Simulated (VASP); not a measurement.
# Cr (Im-3m) in VASP: a series of runs

Runs on Cr. Level: PBE. Tasks: single point.

All numbers are computed with VASP 6.6.1; they aren't measurements. Logs are shortened: lines on timing, memory, paths and dates and some standing lists are left out, and cuts for length are marked.

## 1. The cell of the first run

The structure is cubic, space group Im-3m (No. 229). The conventional cell has a = 2.846 Å, b = 2.846 Å, c = 2.846 Å, α = 90.00°, β = 90.00°, γ = 90.00°. Cr (site symmetry m-3m) has 14 Cr at 2.46 to 2.85 Å within 3.3 Å.

## 2. Single point, PBE, collinear spin, ferromagnetic start (11.52 Å³/atom)

The input, INCAR:

```
SYSTEM = Cr
PREC = Accurate ; ENCUT = 520
EDIFF = 1E-7 ; ISMEAR = -1
SIGMA = 0.08 ; LREAL = .False.
LASPH = .True. ; NELM = 150
ALGO = Normal ; ISIF = 2
LWAVE = .False. ; LCHARG = .True.
ISPIN = 2 ; MAGMOM = 2
LORBIT = 11 ; LMAXMIX = 4
GGA = PE ; LELF = .True.
LVHAR = .True. ; NBANDS = 16
```

The input, KPOINTS:

```
regular mesh
0
Gamma
  19 19 19
  0 0 0
```

The input, POSCAR:

```
Cr
1.0
   -1.4227854797      1.4227854797      1.4227854797
    1.4227854797     -1.4227854797      1.4227854797
    1.4227854797      1.4227854797     -1.4227854797
Cr
1
Direct
    0.0000000000      0.0000000000      0.0000000000
```

Potentials or basis: VASP PAW PBE potentials, release 64 (Cr_pv).

Started as:

```bash
$ cat potpaw_PBE.64/Cr_pv/POTCAR > POTCAR
$ mpirun -np 1 vasp_std > vasp.out
```

OUTCAR:

```text
SYSTEM = Cr
   PREC = Accurate
   ENCUT = 520
   EDIFF = 1E-7
   ISMEAR = -1
   LREAL = .False.
   LASPH = .True.
   NELM = 150
   ISIF = 2
   ISPIN = 2
   LORBIT = 11
   GGA = PE

 ion  position               nearest neighbor table
   1  0.000  0.000  0.000-

  LATTYP: Found a body centered cubic cell.
 ALAT       =     2.8455709594

  Lattice vectors:

 A1 = (  -1.4227854797,   1.4227854797,   1.4227854797)
 A2 = (   1.4227854797,  -1.4227854797,   1.4227854797)
 A3 = (   1.4227854797,   1.4227854797,  -1.4227854797)

Analysis of symmetry for initial positions (statically):
=====================================================================
 Subroutine PRICEL returns:
 Original cell was already a primitive cell.

 Routine SETGRP: Setting up the symmetry group for a
 body centered cubic supercell.

 Subroutine GETGRP returns: Found 48 space group operations
 (whereof 48 operations were pure point group operations)
 out of a pool of 48 trial point group operations.

The static configuration has the point symmetry O_h .

Analysis of symmetry for dynamics (positions and initial velocities):
=====================================================================
 Subroutine PRICEL returns:
 Original cell was already a primitive cell.

 Routine SETGRP: Setting up the symmetry group for a
 body centered cubic supercell.

 Subroutine GETGRP returns: Found 48 space group operations
 (whereof 48 operations were pure point group operations)
 out of a pool of 48 trial point group operations.

The dynamic configuration has the point symmetry O_h .

Analysis of structural, dynamic, and magnetic symmetry:
=====================================================================
 Subroutine PRICEL returns:
 Original cell was already a primitive cell.

 Routine SETGRP: Setting up the symmetry group for a
 body centered cubic supercell.

 Subroutine GETGRP returns: Found 48 space group operations
 (whereof 48 operations were pure point group operations)
 out of a pool of 48 trial point group operations.

The overall configuration has the point symmetry O_h .

 Subroutine INISYM returns: Found 48 space group operations
 (whereof 48 operations are pure point group operations),
 and found     1 'primitive' translations

----------------------------------------------------------------------------------------

                                     Primitive cell

  volume of cell :      11.5207

  direct lattice vectors                    reciprocal lattice vectors
    -1.422785480  1.422785480  1.422785480     0.000000000  0.351423322  0.351423322
     1.422785480 -1.422785480  1.422785480     0.351423322  0.000000000  0.351423322
     1.422785480  1.422785480 -1.422785480     0.351423322  0.351423322  0.000000000

  length of vectors
     2.464336739  2.464336739  2.464336739     0.496987628  0.496987628  0.496987628

  position of ions in fractional coordinates (direct lattice)
     0.000000000  0.000000000  0.000000000

  ion indices of the primitive-cell ions
   primitive index   ion index
                 1           1

----------------------------------------------------------------------------------------

 KPOINTS: regular mesh

Automatic generation of k-mesh.
 Grid dimensions read from file:
 generate k-points for:   19   19   19

 Generating k-lattice:

  Cartesian coordinates                     Fractional coordinates (reciprocal lattice)
     0.000000000  0.018495964  0.018495964     0.052631579  0.000000000  0.000000000
     0.018495964  0.000000000  0.018495964     0.000000000  0.052631579  0.000000000
     0.018495964  0.018495964  0.000000000     0.000000000  0.000000000  0.052631579

  Length of vectors
     0.026157244  0.026157244  0.026157244

  Shift w.r.t. Gamma in fractional coordinates (k-lattice)
     0.000000000  0.000000000  0.000000000

 Subroutine IBZKPT returns following result:
 ===========================================

 Found    220 irreducible k-points:

 Following reciprocal coordinates:
            Coordinates               Weight
  0.000000  0.000000  0.000000      1.000000
  0.052632  0.000000  0.000000     12.000000
  0.105263  0.000000  0.000000     12.000000
  0.157895  0.000000  0.000000     12.000000
  0.210526  0.000000  0.000000     12.000000
  0.263158  0.000000  0.000000     12.000000
[... 16 lines left out ...]
  0.263158  0.105263  0.000000     48.000000
  0.315789  0.105263 -0.000000     48.000000
 [... further k-points ...]
   k-points           NKPTS =    220   k-points in BZ     NKDIM =    220   number of bands    NBANDS=     16
   number of dos      NEDOS =    301   number of ions     NIONS =      1
   total plane-waves  NPLWV =   5832
   dimension x,y,z NGX =    18 NGY =   18 NGZ =   18
   dimension x,y,z NGXF=    36 NGYF=   36 NGZF=   36
   ions per type =               1
   NGX,Y,Z   is equivalent  to a cutoff of  12.14, 12.14, 12.14 a.u.
   NGXF,Y,Z  is equivalent  to a cutoff of  24.29, 24.29, 24.29 a.u.
 SYSTEM =  Cr
   PREC   = accura    normal or accurate (medium, high low for compatibility)
   ISTART =      0    job   : 0-new  1-cont  2-samecut
   ICHARG =      2    charge: 1-file 2-atom 10-const
   ISPIN  =      2    spin polarized calculation?
   LNONCOLLINEAR =      F non collinear calculations
   LSORBIT =      F    spin-orbit coupling
   LASPH  =      T    aspherical Exc in radial PAW
   ENCUT  =  520.0 eV  38.22 Ry    6.18 a.u.   4.58  4.58  4.58*2*pi/ulx,y,z
   NELM   =    150;   NELMIN=  2; NELMDL= -5     # of ELM steps
   EDIFF  = 0.1E-06   stopping-criterion for ELM
   LREAL  =      F    real-space projection
   EDIFFG = 0.1E-05   stopping-criterion for IOM
   NSW    =      0    number of steps for IOM
   IBRION =     -1    ionic relax: 0-MD 1-quasi-New 2-CG
   NFREE  =      0    steps in history (QN), initial steepest desc. (CG)
   ISIF   =      2    stress and relaxation
   ISYM   =      2    0-nonsym 1-usesym 2-fastsym
   POTIM  = 0.5000    time-step for ionic-motion
   TEBEG  =    0.0;   TEEND  =   0.0 temperature during run
   PSTRESS=    0.0 pullay stress
   NELECT =      12.0000    total number of electrons
   NUPDOWN=      -1.0000    fix difference up-down
   EMIN   =  10.00;   EMAX   =-10.00  energy-range for DOS
   EFERMI =   0.00;   METHOD = LEGACY
   ISMEAR =    -1;   SIGMA  =   0.08  broadening in eV -4-tet -1-fermi 0-gaus
   EFERMI_NEDOS =   21; number of points for ismear=-14 and -15
   IALGO  =     38    algorithm
   IMIX   =      4    mixing-type and parameters
     AMIX     =   0.40;   BMIX     =  1.00
     AMIX_MAG =   1.60;   BMIX_MAG =  1.00
  volume/ion in A,a.u.               =      11.52        77.75
  Fermi-wavevector in a.u.,A,eV,Ry     =   1.659495  3.135990 37.469385  2.753922
  Thomas-Fermi vector in A             =   2.746893
   LORBIT       =     11    0 simple, 1 ext, 2 COOP (PROOUT), +10 PAW based schemes
   GGA     = PE    functional components
   LHFCALC =     F    Hartree Fock is set to
   AEXX    =    0.0000 exact exchange contribution
   IVDW    =     0    specifies the selected vdW correction
   LEPSILON=     F    determine dielectric tensor
   LRPA    =     F    only Hartree local field effects (RPA)
 spin polarized calculation
  energy-cutoff  :      520.00
  volume of cell :       11.52
 maximum number of plane-waves:       325
   NGX =  9   NGY =  9   NGZ =  9

 number of electron      11.9999995 magnetization      -0.0001248

 number of electron      11.9999995 magnetization       0.0000056

 Free energy of the ion-electron system (eV)
  ---------------------------------------------------
  ext. energy  EPLUGINS =         0.00000000
  ---------------------------------------------------
  free energy    TOTEN  =        -9.52299761 eV

  energy without entropy =       -9.50796625  energy(sigma->0) =       -9.51548193

 E-fermi :  10.9939     XC(G=0): -13.6894

 val. band max:       10.9579485670   @ k =  -0.2105   0.2632   0.1053
 cond. band min:      10.9985283413   @ k =  -0.2105   0.3158   0.1053
 fundamental gap:      0.0405797743
 Fermi energy:        10.9939389501

 spin component 1

 k-point     1 :       0.0000    0.0000    0.0000
  band No.  band energies     occupation
      1     -31.7159      1.00000
      2     -31.7159      1.00000
      3     -31.7159      1.00000
      4       3.1435      1.00000
      5      10.0933      0.99999
      6      10.0933      0.99999
[... 8 lines left out ...]
     15      40.8519      0.00000
     16      45.4383      0.00000

 k-point     2 :       0.0526    0.0000    0.0000
  band No.  band energies     occupation
      1     -31.7421      1.00000
      2     -31.7239      1.00000
      3     -31.7161      1.00000
      4       3.2658      1.00000
      5      10.0458      0.99999
      6      10.0859      0.99999
[... 8 lines left out ...]
     15      41.1287      0.00000
     16      43.9557      0.00000
[... 387 lines left out ...]
      5       8.9753      1.00000
      6       9.6038      1.00000
[... 8 lines left out ...]
     15      40.8828      0.00000
     16      42.1271      0.00000

 k-point    24 :       0.3158    0.1053   -0.0000
  band No.  band energies     occupation
      1     -32.4828      1.00000
      2     -31.9814      1.00000
      3     -31.7561      1.00000
      4       6.7998      1.00000
      5       8.7917      1.00000
      6      10.0182      0.99999
[... 8 lines left out ...]
     15      41.1015      0.00000
     16      42.4261      0.00000

 [... further k-points ...]

 spin component 2

 k-point     1 :       0.0000    0.0000    0.0000
  band No.  band energies     occupation
      1     -31.7159      1.00000
      2     -31.7159      1.00000
      3     -31.7159      1.00000
      4       3.1435      1.00000
      5      10.0933      0.99999
      6      10.0933      0.99999
[... 8 lines left out ...]
     15      40.8519      0.00000
     16      45.4383      0.00000

 k-point     2 :       0.0526    0.0000    0.0000
  band No.  band energies     occupation
      1     -31.7421      1.00000
      2     -31.7239      1.00000
      3     -31.7161      1.00000
      4       3.2658      1.00000
      5      10.0458      0.99999
      6      10.0859      0.99999
[... 8 lines left out ...]
     15      41.1287      0.00000
     16      43.9557      0.00000
[... 387 lines left out ...]
      5       8.9753      1.00000
      6       9.6038      1.00000
[... 8 lines left out ...]
     15      40.8828      0.00000
     16      42.1271      0.00000

 k-point    24 :       0.3158    0.1053   -0.0000
  band No.  band energies     occupation
      1     -32.4828      1.00000
      2     -31.9814      1.00000
      3     -31.7561      1.00000
      4       6.7999      1.00000
      5       8.7917      1.00000
      6      10.0182      0.99999
[... 8 lines left out ...]
     15      41.1015      0.00000
     16      42.4261      0.00000

 [... further k-points ...]
[... 5 lines left out ...]
  --------------------------------------------------------------------------------------
  -------------------------------------------------------------------------------------
  Total        0.0208165      0.0208165      0.0208165      0.0000000      0.0000000     -0.0000000
  in kB        2.8949477      2.8949477      2.8949477      0.0000000      0.0000000     -0.0000000
  external PRESSURE =       2.8949477 kB  Pullay stress =       0.0000000 kB

 VOLUME and BASIS-vectors are now :
 -----------------------------------------------------------------------------
  energy-cutoff  :      520.00
  volume of cell :       11.52
      direct lattice vectors                 reciprocal lattice vectors
    -1.422785480  1.422785480  1.422785480     0.000000000  0.351423322  0.351423322
     1.422785480 -1.422785480  1.422785480     0.351423322  0.000000000  0.351423322
     1.422785480  1.422785480 -1.422785480     0.351423322  0.351423322  0.000000000

 POSITION                                       TOTAL-FORCE (eV/Angst)
 -----------------------------------------------------------------------------------
      0.00000      0.00000      0.00000         0.000000      0.000000     -0.000000
 -----------------------------------------------------------------------------------
    total drift:                                0.000000      0.000000     -0.000000

  FREE ENERGIE OF THE ION-ELECTRON SYSTEM (eV)
  ---------------------------------------------------
  free  energy   TOTEN  =        -9.5229976060 eV

  energy  without entropy=       -9.5079662514  energy(sigma->0) =       -9.51548193

 total charge

# of ion       s       p       d       tot
------------------------------------------
    1        0.442   6.408   4.214  11.063

 magnetization (x)

# of ion       s       p       d       tot
------------------------------------------
    1       -0.000   0.000  -0.000   0.000
```

Wall time 41 s (1 thread of Intel Xeon 6975P-C (Granite Rapids), shared host); peak memory 0.16 GiB.

Results:

| Item | Value |
| --- | --- |
| Free energy | -9.5230 eV |
| Pressure | 0.3 GPa |
| Band gap on the k mesh | zero (filled and empty bands overlap) |
| Net moment | 0.00 μB per cell |
| Valence electrons inside the program's atomic spheres | Cr 11.06 |

## 3. Single point, PBE, collinear spin, ferromagnetic start

The input, INCAR:

```
PREC = Accurate
ENCUT = 520
EDIFF = 1E-7
ISMEAR = -1
SIGMA = 0.08
LREAL = F
LASPH = T
NELM = 150
ALGO = Normal
ISIF = 2
LWAVE = F
LCHARG = F
ISPIN = 2
MAGMOM = 2
LORBIT = 11
LMAXMIX = 4
GGA = PE
NBANDS = 16
```

The input, KPOINTS:

```
Automatic mesh
0
Gamma
  19 19 19
```

POSCAR is that of step 2.

Potentials or basis: VASP PAW PBE potentials, release 64 (Cr_pv).

Started as:

```bash
$ cat potpaw_PBE.64/Cr_pv/POTCAR > POTCAR
$ mpirun -np 1 vasp_std > vasp.out
```

Wall time 36 s (1 thread of Intel Xeon 6975P-C (Granite Rapids), shared host); peak memory 0.16 GiB.

Results (log left out):

```yaml
Free_energy: -9.5230 eV
Pressure: 0.3 GPa
Band_gap_on_the_k_mesh: zero (filled and empty bands overlap)
Net_moment: 0.00 μB per cell
Valence_electrons_inside_the_program's_atomic_spheres: Cr 11.06
```

Levels at points of the mesh, in eV from the Fermi level:
Spin up:
```tsv
k point	band 3	band 4	band 5	band 6	band 7	band 8	band 9	band 10
(0.00, 0.00, 0.00)	-42.71	-7.85	-0.90	-0.90	-0.90	1.16	1.16	7.12
```
Spin down:
```csv
k point,band 4,band 5,band 6,band 7,band 8,band 9
"(0.00, 0.00, 0.00)",-7.85,-0.90,-0.90,-0.90,1.16,1.16
```

## 4. Single point, PBE, collinear spin, ferromagnetic start

The input, INCAR:

```
SYSTEM = Cr
  ALGO = Normal
  EDIFF = 1E-6
  ENCUT = 520
  GGA = PE
  ISIF = 2
  ISMEAR = -1
  ISPIN = 2
  LASPH = .True.
  LCHARG = .False.
  LMAXMIX = 4
  LORBIT = 11
  LREAL = .False.
  LWAVE = .False.
  MAGMOM = 2
  NBANDS = 16
  NELM = 150
  PREC = Accurate
  SIGMA = 0.08
```

The input, KPOINTS:

```
k-points
0
Gamma
  19 19 19
  0 0 0
```

The input, POSCAR:

```
Cr
1.0
   -1.4225996460      1.4225996460      1.4225996460
    1.4225996460     -1.4225996460      1.4225996460
    1.4225996460      1.4225996460     -1.4225996460
Cr
1
Direct
    0.0000000000      0.0000000000      0.0000000000
```

Started as:

```bash
$ cat potpaw_PBE.64/Cr_pv/POTCAR > POTCAR
$ mpirun -np 1 vasp_std > vasp.out
```

Wall time 30 s (1 thread of Intel Xeon 6975P-C (Granite Rapids), shared host); peak memory 0.16 GiB.

The run converged. Its results:

| Quantity | Value |
| --- | --- |
| Free energy | -9.5230 eV |
| Pressure | 0.4 GPa |
| Band gap on the k mesh | zero (filled and empty bands overlap) |
| Net moment | 0.00 μB per cell |
| Valence electrons inside the program's atomic spheres | Cr 11.06 |

Levels at points of the mesh, in eV from the Fermi level:
Spin up:
```tsv
k point	band 4	band 5	band 6	band 7	band 8	band 9
(0.00, 0.00, 0.00)	-7.85	-0.90	-0.90	-0.90	1.16	1.16
```
Spin down:
| k point | band 2 | band 3 | band 4 | band 5 | band 6 | band 7 | band 8 | band 9 | band 10 | band 11 |
| --- | --- | --- | --- | --- | --- | --- | --- | --- | --- | --- |
| (0.00, 0.00, 0.00) | -42.71 | -42.71 | -7.85 | -0.90 | -0.90 | -0.90 | 1.16 | 1.16 | 7.12 | 22.34 |

## 5. Single point, PBE, collinear spin, ferromagnetic start

This run uses another cell than the first one, of 11.56 Å³/atom.

The input, INCAR:

```
PREC = Accurate ; ENCUT = 520
EDIFF = 1E-6 ; ISMEAR = -1
SIGMA = 0.08 ; LREAL = F
LASPH = T ; NELM = 150
ALGO = Normal ; ISIF = 2
LWAVE = F ; LCHARG = T
ISPIN = 2 ; MAGMOM = 2
LORBIT = 11 ; LMAXMIX = 4
GGA = PE ; LELF = T
LVHAR = T ; NBANDS = 16
```

The input, KPOINTS:

```
Automatic mesh
0
Gamma
  19 19 19
```

The input, POSCAR:

```
Cr
1.0
   -1.4242111174      1.4242111174      1.4242111174
    1.4242111174     -1.4242111174      1.4242111174
    1.4242111174      1.4242111174     -1.4242111174
Cr
1
Direct
    0.0000000000      0.0000000000      0.0000000000
```

Started as:

```bash
$ cat potpaw_PBE.64/Cr_pv/POTCAR > POTCAR
$ mpirun -np 1 vasp_std > vasp.out
```

Run time: 34 s. Hardware: 1 thread of Intel Xeon 6975P-C (Granite Rapids), shared host; peak memory 0.16 GiB.

It converged, with:

- Free energy: -9.5230 eV
- Pressure: -0.5 GPa
- Band gap on the k mesh: zero (filled and empty bands overlap)
- Net moment: 0.00 μB per cell
- Valence electrons inside the program's atomic spheres: Cr 11.06

Levels at points of the mesh, in eV from the Fermi level:
Spin up:
| k point | band 4 | band 5 | band 6 | band 7 | band 8 | band 9 |
| --- | --- | --- | --- | --- | --- | --- |
| (0.00, 0.00, 0.00) | -7.84 | -0.90 | -0.90 | -0.90 | 1.16 | 1.16 |
Spin down:
```
           k point  band 3  band 4  band 5  band 6  band 7  band 8  band 9  band 10
(0.00, 0.00, 0.00)  -42.71   -7.84   -0.90   -0.90   -0.90    1.16    1.16     7.12
```
